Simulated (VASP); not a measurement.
Runs of VASP 6.6.1 on P. The structure is that of space group Pmna (No. 53), or close to it. The cells are those of the table. 

```csv
cell,gap on the mesh (eV),largest force (eV/Å)
"a = 3.547, b = 37.665, c = 4.259 Å, 4 atoms",0.14,1.14
"a = 3.547, b = 37.665, c = 4.437 Å, 4 atoms",(b),1.12
"a = 3.416, b = 36.270, c = 4.614 Å, 4 atoms",0.85,0.90
"a = 3.416, b = 36.270, c = 4.259 Å, 4 atoms",0.27,0.77
"a = 3.284, b = 34.875, c = 4.792 Å, 4 atoms",1.16,1.07
"a = 3.416, b = 36.270, c = 4.437 Å, 4 atoms",(a),0.66
```

Alike in all rows: task single point; level PBEsol; potentials or basis VASP PAW PBE potentials, release 64 (P); no spin polarisation; k mesh 8 × 1 × 6; cutoff (eV) 520; smearing gaussian 0.05 eV.

Question: Fill in the values left out.

Answer: (a) 0.56; (b) 0.44.

Caveats: there is no dipole correction, which matters where the two faces differ; the PAW data sets were made with another functional, which shifts forces and pressure a little.

A k mesh can miss the band edges.
